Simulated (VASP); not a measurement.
## Be: single point with PBE

The system is Be.

```
CELL_PARAMETERS angstrom
1.69151 0.00000 0.00000
-0.84576 1.46489 0.00000
0.00000 0.00000 2.73396
ATOMIC_POSITIONS crystal
Be 0.33333 0.66667 0.25000
Be 0.66667 0.33333 0.75000
```

* Program: VASP 6.6.1
* Task: single point
* Functional: PBE
* Potentials or basis: VASP PAW PBE potentials, release 64 (Be)
* Cutoff: 520 eV
* k mesh: 26 × 26 × 14
* Occupations: fermi-dirac, width 0.08 eV
* Spin: no spin polarisation
* Dipole correction: no
* Further INCAR settings: ALGO = Normal; EDIFF = 1e-06; NBANDS = 9

The pressure is 424.1 GPa and the band gap on the k mesh is zero (bands 2 and 3 overlap by 2.71 eV).

Stress tensor (GPa, compression positive):
```
424.02   0.00   0.00
  0.00 424.02   0.00
  0.00   0.00 424.16
```

Levels at points of the mesh, in eV from the Fermi level:
```csv
k point,band 1,band 2,band 3,band 4,band 5,band 6,band 7
"(0.00, 0.00, 0.00)",-15.50,-8.90,5.61,31.62,31.62,36.37,36.37
"(0.50, 0.00, 0.00)",-8.89,-3.65,6.39,10.35,14.98,18.38,18.96
"(0.00, 0.00, 0.50)",-13.31,-13.31,19.23,19.23,34.77,34.77,34.77
"(0.50, 0.00, 0.50)",-6.84,-6.84,6.00,6.00,23.03,23.03,28.41
```

Run time: 42 s on 1 thread of Intel Xeon 8259CL (shared host), peak memory 0.14 GiB.

Caveat: the cell stands under pressure.
